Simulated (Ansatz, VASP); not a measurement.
One calculation of RbSi2, two programs

INCAR

```
ALGO = Normal
EDIFF = 1E-7
EDIFFG = -0.01
ENCUT = 600
GGA = PE
IBRION = 2
ISIF = 3
ISMEAR = 0
IVDW = 12
LASPH = True
LCHARG = False
LREAL = False
LWAVE = False
NELM = 100
NSW = 100
PREC = Accurate
SIGMA = 0.1
```

KPOINTS

```
k-points
0
Gamma
  14 14 14
```

POSCAR

```
RbSi2
1.0
   -2.4437210419      2.4437210419      4.5338904191
    2.4437210419     -2.4437210419      4.5338904191
    2.4437210419      2.4437210419     -4.5338904191
Rb Si
1 2
Direct
    0.0000000000      0.0000000000      0.0000000000
    0.3790769310      0.3790769310      0.0000000000
    0.6209230690      0.6209230690      0.0000000000
```

Input for Ansatz:

```yaml
crystal:
  lattice:
    - [-2.4437210419, 2.4437210419, 4.5338904191]
    - [2.4437210419, -2.4437210419, 4.5338904191]
    - [2.4437210419, 2.4437210419, -4.5338904191]
  atoms:
    - { symbol: Rb, position: [0.0, 0.0, 0.0] }
    - { symbol: Si, position: [0.379076931, 0.379076931, 0.0] }
    - { symbol: Si, position: [0.620923069, 0.620923069, 0.0] }
basis:
  ecutwfc: 420
kpoints:
  mp_grid: { grid: [14, 14, 14] }
hamiltonian:
  xc: pbe
  dispersion: d3bj
scf:
  occupations: { method: gaussian, width: 0.1 }
output:
  forces: true
  stress: true
  eigenvalues: true
  write_density: true
  write_potential: true
  elf: true
  volumetric_format: npy
relax:
  adjacent_minimum: "off"
  f_tol: 0.01
  max_steps: 80
  cell: { stress_tol: 0.05 }
```

Alike in both runs: task relaxation of cell and atoms; functional PBE; dispersion D3(BJ); k mesh 14 × 14 × 14; occupations gaussian, width 0.1 eV; no spin polarisation.

```csv
,VASP,Ansatz
version,VASP 6.6.1,Ansatz 0.2.0
potentials or method,"VASP PAW PBE potentials, release 64 (Rb_sv, Si), cutoff 600 eV","scalar-relativistic, plane waves, PAW"
valence electrons in the cell,17,17
```

|  | VASP | Ansatz | Ansatz less VASP |
| --- | --- | --- | --- |
| gap on the k mesh at the Fermi level, each at its own relaxed structure (eV) | none | none | - |
| relaxed volume (Å³/atom) | 36.44 | 36.43 | -0.015 |
| relaxed length of the cell vector where the two differ most in proportion (Å) | 5.713 | 5.715 | +0.0014 |

A gap of «none» marks a metal or a gap that the smearing closes.
